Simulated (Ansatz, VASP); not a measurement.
# CuO, level by level in two programs

```
Cu O
1.0
     2.34185   -1.71130    0.00000
     2.34185    1.71130    0.00000
    -0.85003    0.00000    5.05787
Cu O
2 2
Direct
  0.50000 0.00000 0.50000
  0.00000 0.50000 0.00000
  0.41840 0.58160 0.75000
  0.58160 0.41840 0.25000
```

Single points on this cell with VASP 6.6.1 and Ansatz 0.2.0. Each row is one pair of runs. Alike in all rows: spin: off; Ansatz's potentials, cutoff: Ansatz PAW, 420 eV.

```csv
level,k mesh,smearing,"VASP's potentials, cutoff","gap on the k mesh at the Fermi level (eV), VASP","gap on the k mesh at the Fermi level (eV), Ansatz","pressure (GPa), VASP","pressure (GPa), Ansatz","rms of the force components (eV/Å), VASP","rms of the force components (eV/Å), Ansatz"
BLYP,10 × 10 × 5,"fermi-dirac, width 0.05 eV","VASP PAW PBE potentials, release 64 (Cu, O), 520 eV",none,none,13.4,12.5,0.071,0.093
SVWN5,10 × 10 × 5,"fermi-dirac, width 0.05 eV","VASP PAW PBE potentials, release 64 (Cu, O), 520 eV",none,none,-9.0,-9.7,0.177,0.194
PBE,6 × 6 × 3,"fermi-dirac, width 0.05 eV","VASP PAW PBE potentials, release 64 (Cu, O), 520 eV",none,none,6.5,5.8,0.089,0.107
PBE,10 × 10 × 5,"gaussian, width 0.1 eV","VASP PAW PBE potentials, release 64 (Cu, O), 600 eV",none,none,6.3,5.7,0.089,0.107
RPBE+D3(BJ),10 × 10 × 5,"gaussian, width 0.05 eV","VASP PAW PBE potentials, release 64 (Cu, O), 600 eV",none,none,-11.2,-11.9,0.037,0.055
PBE,7 × 7 × 4,"fermi-dirac, width 0.05 eV","VASP PAW PBE potentials, release 64 (Cu, O), 520 eV",none,?,6.4,?,0.098,?
PBE+D3(BJ),10 × 10 × 5,"fermi-dirac, width 0.05 eV","VASP PAW PBE potentials, release 64 (Cu, O), 520 eV",none,none,1.9,1.2,0.090,0.108
```

Problem. Fill in what Ansatz gave in row 6.

Solution. gap on the k mesh at the Fermi level (eV): none; pressure (GPa): 5.8; rms of the force components (eV/Å): 0.116.

VASP's potentials hold 34 valence electrons a cell and Ansatz's 50, so a difference there can come from the potentials and not from the codes.

A gap of «none» marks a metal or a gap that the smearing closes.

The k mesh is coarse in some rows, so the values compare programs but aren't converged.
